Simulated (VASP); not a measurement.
Ni, 1 atom in the cell. The structure is cubic, space group Fm-3m (No. 225). The conventional cell has a = 3.559 Å, b = 3.559 Å, c = 3.559 Å, α = 90.00°, β = 90.00°, γ = 90.00°. Ni (site symmetry m-3m) has 12 Ni at 2.52 Å within 3.3 Å.  This cell differs from its parent crystal: volume scaled by 1.02.

```yaml
Program: VASP 6.6.1
Task: single point
Functional: PBE
Potentials_or_basis: VASP PAW PBE potentials, release 64 (Ni)
Cutoff: 520 eV
k_mesh: 18 × 18 × 18
Occupations: fermi-dirac, width 0.05 eV
Spin: collinear spin, ferromagnetic start
Starting_moments: "[1.5] μB"
Dipole_correction: no
Further_INCAR_settings: ALGO = Normal; EDIFF = 1e-07; NBANDS = 15
```

Potentials or basis: VASP PAW PBE potentials, release 64 (Ni).

Launch:

```bash
$ cat potpaw_PBE.64/Ni/POTCAR > POTCAR
$ mpirun -np 1 vasp_std > vasp.out
```

Hardware: 1 thread of AMD EPYC 7R13 Processor (Zen 3), on a shared host.

**Question.** How long does it take, and how much memory?

**Answer.** Wall time 63 s on 1 thread of AMD EPYC 7R13 Processor (Zen 3), on a shared host, peak memory 0.14 GiB. Counts: scf iterations 13, k points 195.
